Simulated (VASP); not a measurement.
# AlIn3As4 in VASP: a series of runs, part 2 of 2

VASP 6.6.1. The steps go on from the part before.

### 3 Single point, PBE

INCAR

```
PREC = Accurate ; ENCUT = 520
EDIFF = 1E-6 ; ISMEAR = 0
SIGMA = 0.1 ; LREAL = F
LASPH = T ; NELM = 80
ALGO = Normal ; ISIF = 2
LWAVE = F ; LCHARG = F
GGA = PE ; NBANDS = 41
```

KPOINTS

```
Automatic mesh
0
Gamma
  6 6 6
```

POSCAR

```
AlIn3As4
1.0
    6.0641742734      0.0000000000      0.0000000000
    0.0000000000      6.0641742734      0.0000000000
    0.0000000000      0.0000000000      6.0641742734
Al In As
1 3 4
Direct
    0.5000000000      0.5000000000      0.5000000000
    0.0000000000      0.0000000000      0.5000000000
    0.0000000000      0.5000000000      0.0000000000
    0.5000000000      0.0000000000      0.0000000000
    0.2610404952      0.2610404952      0.2610404952
    0.2610404952      0.7389595048      0.7389595048
    0.7389595048      0.2610404952      0.7389595048
    0.7389595048      0.7389595048      0.2610404952
```

Potentials or basis: VASP PAW PBE potentials, release 64 (Al, In_d, As).

On the command line:

```sh
cat potpaw_PBE.64/Al/POTCAR potpaw_PBE.64/In_d/POTCAR potpaw_PBE.64/As/POTCAR > POTCAR
mpirun -np 1 vasp_std > vasp.out
```

OUTCAR:

```text
PREC = Accurate
   ENCUT = 520
   EDIFF = 1E-6
   ISMEAR = 0
   LREAL = F
   LASPH = T
   NELM = 80
   ISIF = 2
   GGA = PE

 ion  position               nearest neighbor table
   1  0.500  0.500  0.500-   5 2.51   6 2.51   7 2.51   8 2.51
   2  0.000  0.000  0.500-   5 2.67   6 2.67   7 2.67   8 2.67
   3  0.000  0.500  0.000-   5 2.67   6 2.67   7 2.67   8 2.67
   4  0.500  0.000  0.000-   5 2.67   6 2.67   7 2.67   8 2.67
   5  0.261  0.261  0.261-   1 2.51   2 2.67   3 2.67   4 2.67
   6  0.261  0.739  0.739-   1 2.51   2 2.67   3 2.67   4 2.67
   7  0.739  0.261  0.739-   1 2.51   2 2.67   3 2.67   4 2.67
   8  0.739  0.739  0.261-   1 2.51   2 2.67   3 2.67   4 2.67

  LATTYP: Found a simple cubic cell.
 ALAT       =     6.0641742734

  Lattice vectors:

 A1 = (   6.0641742734,   0.0000000000,   0.0000000000)
 A2 = (   0.0000000000,   6.0641742734,   0.0000000000)
 A3 = (   0.0000000000,   0.0000000000,   6.0641742734)

Analysis of symmetry for initial positions (statically):
=====================================================================
 Subroutine PRICEL returns:
 Original cell was already a primitive cell.

 Routine SETGRP: Setting up the symmetry group for a
 simple cubic supercell.

 Subroutine GETGRP returns: Found 24 space group operations
 (whereof 24 operations were pure point group operations)
 out of a pool of 48 trial point group operations.

The static configuration has the point symmetry T_d .

Analysis of symmetry for dynamics (positions and initial velocities):
=====================================================================
 Subroutine PRICEL returns:
 Original cell was already a primitive cell.

 Routine SETGRP: Setting up the symmetry group for a
 simple cubic supercell.

 Subroutine GETGRP returns: Found 24 space group operations
 (whereof 24 operations were pure point group operations)
 out of a pool of 48 trial point group operations.

The dynamic configuration has the point symmetry T_d .

 Subroutine INISYM returns: Found 24 space group operations
 (whereof 24 operations are pure point group operations),
 and found     1 'primitive' translations

----------------------------------------------------------------------------------------

                                     Primitive cell

  volume of cell :     223.0052

  direct lattice vectors                    reciprocal lattice vectors
     6.064174273  0.000000000  0.000000000     0.164902913  0.000000000  0.000000000
     0.000000000  6.064174273  0.000000000     0.000000000  0.164902913  0.000000000
     0.000000000  0.000000000  6.064174273     0.000000000  0.000000000  0.164902913

  length of vectors
     6.064174273  6.064174273  6.064174273     0.164902913  0.164902913  0.164902913

  position of ions in fractional coordinates (direct lattice)
     0.500000000  0.500000000  0.500000000
     0.000000000  0.000000000  0.500000000
     0.000000000  0.500000000  0.000000000
     0.500000000  0.000000000  0.000000000
     0.261040495  0.261040495  0.261040495
     0.261040495  0.738959505  0.738959505
     0.738959505  0.261040495  0.738959505
     0.738959505  0.738959505  0.261040495

  ion indices of the primitive-cell ions
[... 41 lines left out ...]
  0.500000  0.000000  0.000000      3.000000
  0.166667  0.166667  0.000000     12.000000
  0.333333  0.166667  0.000000     24.000000
[... 12 lines left out ...]
  0.500000  0.500000  0.333333      6.000000
  0.500000  0.500000  0.500000      1.000000
   k-points           NKPTS =     20   k-points in BZ     NKDIM =     20   number of bands    NBANDS=     41
   number of dos      NEDOS =    301   number of ions     NIONS =      8
   total plane-waves  NPLWV = 110592
   dimension x,y,z NGX =    48 NGY =   48 NGZ =   48
   dimension x,y,z NGXF=    96 NGYF=   96 NGZF=   96
   ions per type =               1   3   4
   NGX,Y,Z   is equivalent  to a cutoff of  13.16, 13.16, 13.16 a.u.
   NGXF,Y,Z  is equivalent  to a cutoff of  26.32, 26.32, 26.32 a.u.
 SYSTEM =  unknown system
   PREC   = accura    normal or accurate (medium, high low for compatibility)
   ISTART =      0    job   : 0-new  1-cont  2-samecut
   ICHARG =      2    charge: 1-file 2-atom 10-const
   ISPIN  =      1    spin polarized calculation?
   LNONCOLLINEAR =      F non collinear calculations
   LSORBIT =      F    spin-orbit coupling
   LASPH  =      T    aspherical Exc in radial PAW
   ENCUT  =  520.0 eV  38.22 Ry    6.18 a.u.  11.28 11.28 11.28*2*pi/ulx,y,z
   NELM   =     80;   NELMIN=  2; NELMDL= -5     # of ELM steps
   EDIFF  = 0.1E-05   stopping-criterion for ELM
   LREAL  =      F    real-space projection
   EDIFFG = 0.1E-04   stopping-criterion for IOM
   NSW    =      0    number of steps for IOM
   IBRION =     -1    ionic relax: 0-MD 1-quasi-New 2-CG
   NFREE  =      0    steps in history (QN), initial steepest desc. (CG)
   ISIF   =      2    stress and relaxation
   ISYM   =      2    0-nonsym 1-usesym 2-fastsym
   POTIM  = 0.5000    time-step for ionic-motion
   TEBEG  =    0.0;   TEEND  =   0.0 temperature during run
   PSTRESS=    0.0 pullay stress
   NELECT =      62.0000    total number of electrons
   NUPDOWN=      -1.0000    fix difference up-down
   EMIN   =  10.00;   EMAX   =-10.00  energy-range for DOS
   EFERMI =   0.00;   METHOD = LEGACY
   ISMEAR =     0;   SIGMA  =   0.10  broadening in eV -4-tet -1-fermi 0-gaus
   EFERMI_NEDOS =   21; number of points for ismear=-14 and -15
   IALGO  =     38    algorithm
   IMIX   =      4    mixing-type and parameters
     AMIX     =   0.40;   BMIX     =  1.00
     AMIX_MAG =   1.60;   BMIX_MAG =  1.00
  volume/ion in A,a.u.               =      27.88       188.11
  Fermi-wavevector in a.u.,A,eV,Ry     =   1.068482  2.019137 15.533132  1.141653
  Thomas-Fermi vector in A             =   2.204131
   LORBIT       =      0    0 simple, 1 ext, 2 COOP (PROOUT), +10 PAW based schemes
   GGA     = PE    functional components
   LHFCALC =     F    Hartree Fock is set to
   AEXX    =    0.0000 exact exchange contribution
   IVDW    =     0    specifies the selected vdW correction
   LEPSILON=     F    determine dielectric tensor
   LRPA    =     F    only Hartree local field effects (RPA)
 non-spin polarized calculation
 Gauss-broadening in eV      SIGMA  =   0.10
  energy-cutoff  :      520.00
  volume of cell :      223.01
 maximum number of plane-waves:      6031
 NGX is ok and might be reduce to    48
   NGX = 23   NGY = 23   NGZ = 23

 number of electron      62.0000029 magnetization

 Free energy of the ion-electron system (eV)
  ---------------------------------------------------
  ext. energy  EPLUGINS =         0.00000000
  ---------------------------------------------------
  free energy    TOTEN  =       -32.46104378 eV

  energy without entropy =      -32.45988901  energy(sigma->0) =      -32.46046640

 E-fermi :   3.8870     XC(G=0):  -8.8597

 val. band max:        3.8397566092   @ k =   0.0000   0.0000   0.0000
 cond. band min:       4.8262963174   @ k =   0.5000   0.5000   0.5000
 fundamental gap:      0.9865397082
 Fermi energy:         3.8870346815

 k-point     1 :       0.0000    0.0000    0.0000
  band No.  band energies     occupation
      1     -10.4616      2.00000
      2     -10.4616      2.00000
      3     -10.4616      2.00000
      4     -10.3256      2.00000
      5     -10.3256      2.00000
      6     -10.3256      2.00000
[... 869 lines left out ...]
     40       8.4281      0.00000
     41       8.8122      0.00000

------------------------ aborting loop because EDIFF is reached ----------------------------------------

  FORCE on cell =-STRESS in cart. coord.  units (eV):
  Direction    XX          YY          ZZ          XY          YZ          ZX
  --------------------------------------------------------------------------------------
  -------------------------------------------------------------------------------------
  Total        0.1473145      0.1473145      0.1473145     -0.0000000     -0.0000000      0.0000000
  in kB        1.0583783      1.0583783      1.0583783     -0.0000000     -0.0000000      0.0000000
  external PRESSURE =       1.0583783 kB  Pullay stress =       0.0000000 kB

 VOLUME and BASIS-vectors are now :
 -----------------------------------------------------------------------------
  energy-cutoff  :      520.00
  volume of cell :      223.01
      direct lattice vectors                 reciprocal lattice vectors
     6.064174273  0.000000000  0.000000000     0.164902913  0.000000000  0.000000000
     0.000000000  6.064174273  0.000000000     0.000000000  0.164902913  0.000000000
     0.000000000  0.000000000  6.064174273     0.000000000  0.000000000  0.164902913

 POSITION                                       TOTAL-FORCE (eV/Angst)
 -----------------------------------------------------------------------------------
      3.03209      3.03209      3.03209         0.000000      0.000000      0.000000
      0.00000      0.00000      3.03209         0.000000      0.000000      0.000000
      0.00000      3.03209      0.00000        -0.000000     -0.000000      0.000000
      3.03209      0.00000      0.00000        -0.000000     -0.000000      0.000000
      1.58300      1.58300      1.58300         0.001512      0.001512      0.001512
      1.58300      4.48118      4.48118         0.001512     -0.001512     -0.001512
      4.48118      1.58300      4.48118        -0.001512      0.001512     -0.001512
      4.48118      4.48118      1.58300        -0.001512     -0.001512      0.001512
 -----------------------------------------------------------------------------------
    total drift:                                0.000000      0.000000     -0.000000

  FREE ENERGIE OF THE ION-ELECTRON SYSTEM (eV)
  ---------------------------------------------------
  free  energy   TOTEN  =       -32.4610437826 eV

  energy  without entropy=      -32.4598890097  energy(sigma->0) =      -32.46046640
```

Wall time 2.5 min (1 thread of Intel Xeon Platinum 8375C at 2.90GHz (Ice Lake), shared host); peak memory 0.42 GiB.

What came out:

* Free energy: -32.4610 eV
* Pressure: 0.1 GPa

Forces on the atoms (eV/Å):
```
Al   0.000  0.000  0.000
In   0.000  0.000  0.000
In   0.000  0.000  0.000
In   0.000  0.000  0.000
As   0.002  0.002  0.002
As   0.002 -0.002 -0.002
As  -0.002  0.002 -0.002
As  -0.002 -0.002  0.002
```

Levels at points of the mesh, in eV from the Fermi level:
```csv
k point,band 27,band 28,band 29,band 30,band 31,band 32,band 33,band 34,band 35,band 36
"(0.00, 0.00, 0.00)",-2.05,-2.05,-0.08,-0.08,-0.08,-0.05,1.64,1.64,1.64,1.74
"(0.50, 0.00, 0.00)",-2.70,-1.46,-1.46,-1.15,-1.15,2.20,2.34,2.67,2.91,4.09
"(0.50, 0.50, 0.00)",-2.57,-1.11,-1.11,-1.00,-0.62,2.18,2.76,2.78,2.78,4.56
"(0.50, 0.50, 0.50)",-0.78,-0.78,-0.78,-0.71,-0.71,0.94,0.94,0.94,1.30,4.26
```

Caveat: spin-orbit coupling is left out, which moves the levels of the heavy elements.

### 4 Single point, PBE

INCAR

```
ALGO = Normal ; EDIFF = 1E-7
ENCUT = 520 ; GGA = PE
ISIF = 2 ; ISMEAR = 0
LASPH = True ; LCHARG = True
LELF = True ; LREAL = False
LVHAR = True ; LWAVE = False
NBANDS = 41 ; NELM = 80
PREC = Accurate ; SIGMA = 0.2
```

KPOINTS

```
k-points
0
Gamma
  4 4 4
```

POSCAR

```
AlIn3As4
1.0
    6.0673286612     -0.0001002202     -0.0009858322
   -0.0001075521      6.0634299694     -0.0035551056
   -0.0010106926     -0.0036242291      6.0629977557
Al In As
1 3 4
Direct
    0.4998847008      0.5001259458      0.4999645533
   -0.0002267881     -0.0001223374      0.5000530942
    0.0004318702      0.4999035109     -0.0000665241
    0.5002754459      0.0001795659      0.0000369568
    0.2608207278      0.2608009040      0.2611363898
    0.2609350784      0.7391860211      0.7390408466
    0.7389404757      0.2611345344      0.7390089129
    0.7389384892      0.7387918554      0.2608257705
```

On the command line:

```sh
cat potpaw_PBE.64/Al/POTCAR potpaw_PBE.64/In_d/POTCAR potpaw_PBE.64/As/POTCAR > POTCAR
mpirun -np 1 vasp_std > vasp.out
```

Wall time 5 min (1 thread of Intel Xeon Platinum 8375C at 2.90GHz (Ice Lake), shared host); peak memory 0.48 GiB.

It converged, with:

```yaml
Free_energy: -32.4470 eV
Pressure: 0.1 GPa
Largest_force: 0.010 eV/Å
```

Forces in eV/Å, atoms in the order of the input:
```
Al   0.003 -0.002  0.001
In   0.003  0.001 -0.001
In  -0.003  0.003  0.002
In  -0.001 -0.001  0.001
As   0.005  0.003  0.005
As   0.005 -0.005 -0.005
As  -0.006  0.005 -0.006
As  -0.005 -0.004  0.004
```

Levels at points of the mesh, in eV from the Fermi level:
| k point | band 29 | band 30 | band 31 | band 32 | band 33 | band 34 |
| --- | --- | --- | --- | --- | --- | --- |
| (0.00, 0.00, 0.00) | -0.14 | -0.13 | -0.13 | -0.10 | 1.59 | 1.59 |
| (0.50, 0.00, 0.00) | -1.51 | -1.21 | -1.20 | 2.15 | 2.29 | 2.61 |
| (0.00, 0.50, 0.00) | -1.52 | -1.21 | -1.21 | 2.14 | 2.28 | 2.61 |
| (0.50, 0.50, 0.00) | -1.17 | -1.06 | -0.67 | 2.13 | 2.70 | 2.72 |
| (0.00, 0.00, 0.50) | -1.52 | -1.21 | -1.21 | 2.14 | 2.28 | 2.61 |
| (0.50, 0.00, 0.50) | -1.17 | -1.06 | -0.67 | 2.13 | 2.70 | 2.72 |
| (0.00, 0.50, 0.50) | -1.16 | -1.06 | -0.67 | 2.13 | 2.71 | 2.71 |
| (0.50, 0.50, 0.50) | -0.83 | -0.77 | -0.76 | 0.88 | 0.89 | 0.89 |

Caveat: spin-orbit coupling is left out, which moves the levels of the heavy elements.

### 5 Relaxation of cell and atoms, PBE

This run uses another cell than the first one, of 23.45 Å³/atom.

INCAR

```
PREC = Accurate ; ENCUT = 600
EDIFF = 1E-7 ; ISMEAR = 0
SIGMA = 0.1 ; LREAL = False
LASPH = True ; NELM = 80
ALGO = Normal ; ISIF = 3
LWAVE = False ; LCHARG = False
GGA = PE ; IBRION = 2
NSW = 90 ; EDIFFG = -0.04
```

KPOINTS

```
regular mesh
0
Gamma
  4 4 4
```

POSCAR

```
AlIn3As4
1.0
    5.7248272000      0.0000000000      0.0000000000
    0.0000000000      5.7248272000      0.0000000000
    0.0000000000      0.0000000000      5.7248272000
Al In As
1 3 4
Direct
    0.5000000000      0.5000000000      0.5000000000
    0.0000000000      0.0000000000      0.5000000000
    0.0000000000      0.5000000000      0.0000000000
    0.5000000000      0.0000000000      0.0000000000
    0.2500000000      0.2500000000      0.2500000000
    0.2500000000      0.7500000000      0.7500000000
    0.7500000000      0.2500000000      0.7500000000
    0.7500000000      0.7500000000      0.2500000000
```

On the command line:

```sh
cat potpaw_PBE.64/Al/POTCAR potpaw_PBE.64/In_d/POTCAR potpaw_PBE.64/As/POTCAR > POTCAR
mpirun -np 1 vasp_std > vasp.out
```

It took 6.2 min on 1 thread of Intel Xeon Platinum 8375C at 2.90GHz (Ice Lake), shared host; peak memory 0.37 GiB.

Results (log left out):

```
Free energy                           : -32.4393 eV
Relaxed volume                        : 27.86 Å³/atom
Relaxed cell                          : a = 6.063 Å, b = 6.063 Å, c = 6.063 Å, α = 90.00°, β = 90.00°, γ = 90.00°
Space group after relaxing (to 0.1 Å) : P-43m (No. 215)
Energy gained by relaxing             : 213.0 meV/atom
Ionic steps                           : 5
Pressure after relaxing               : 0.2 GPa
```

Step by step:
```csv
step,energy change (eV),largest force (eV/Å),pressure (GPa),volume (Å³)
1,0.0000,1.6162,14.72,187.62
2,-1.2086,0.2199,-4.75,252.42
3,-1.6283,0.5641,-0.40,226.14
4,-1.6781,0.3429,-0.19,224.75
5,-1.7038,0.0057,0.16,222.85
```

Final structure:
```
CELL_PARAMETERS angstrom
6.06279 0.00000 0.00000
0.00000 6.06279 0.00000
0.00000 0.00000 6.06279
ATOMIC_POSITIONS crystal
Al 0.50000 0.50000 0.50000
In 0.00000 0.00000 0.50000
In 0.00000 0.50000 0.00000
In 0.50000 0.00000 0.00000
As 0.26100 0.26100 0.26100
As 0.26100 0.73900 0.73900
As 0.73900 0.26100 0.73900
As 0.73900 0.73900 0.26100
```

Levels at points of the mesh, in eV from the Fermi level:
| k point | band 28 | band 29 | band 30 | band 31 | band 32 | band 33 | band 34 | band 35 |
| --- | --- | --- | --- | --- | --- | --- | --- | --- |
| (0.00, 0.00, 0.00) | -2.04 | -0.06 | -0.06 | -0.06 | -0.02 | 1.66 | 1.66 | 1.66 |
| (0.50, 0.00, 0.00) | -1.45 | -1.45 | -1.13 | -1.13 | 2.22 | 2.36 | 2.69 | 2.94 |
| (0.50, 0.50, 0.00) | -1.09 | -1.09 | -0.98 | -0.60 | 2.20 | 2.78 | 2.80 | 2.80 |
| (0.50, 0.50, 0.50) | -0.76 | -0.76 | -0.69 | -0.69 | 0.96 | 0.96 | 0.96 | 1.32 |

Caveat: the volume moved by over 15 % at a fixed basis, so the end points are rough; spin-orbit coupling is left out, which moves the levels of the heavy elements.

### 6 The runs side by side

```csv
task,cell,k mesh,cutoff (eV),smearing,pressure (GPa)
single point,"a = 6.064 Å, 8 atoms, atomic positions A",4 × 4 × 4,520,gaussian 0.2 eV,0.1
single point,"a = 6.064 Å, 8 atoms, atomic positions A",6 × 6 × 6,520,gaussian 0.1 eV,0.1
single point,"a = 6.067, b = 6.063, c = 6.063 Å, angles 90.1, 90.0, 90.0°, 8 atoms, atomic positions A",4 × 4 × 4,520,gaussian 0.2 eV,0.1
relaxation of cell and atoms,"relaxed from a = 5.725 Å, 8 atoms, atomic positions B",4 × 4 × 4,600,gaussian 0.1 eV,0.2
```

Alike in all rows: level PBE; potentials or basis VASP PAW PBE potentials, release 64 (Al, In_d, As); no spin polarisation.

Caveats: spin-orbit coupling is left out, which moves the levels of the heavy elements; the volume moved by over 15 % at a fixed basis, so the end points are rough (at least some runs).

Total energies depend on the potentials used, so only differences within one code and one set of settings carry meaning.
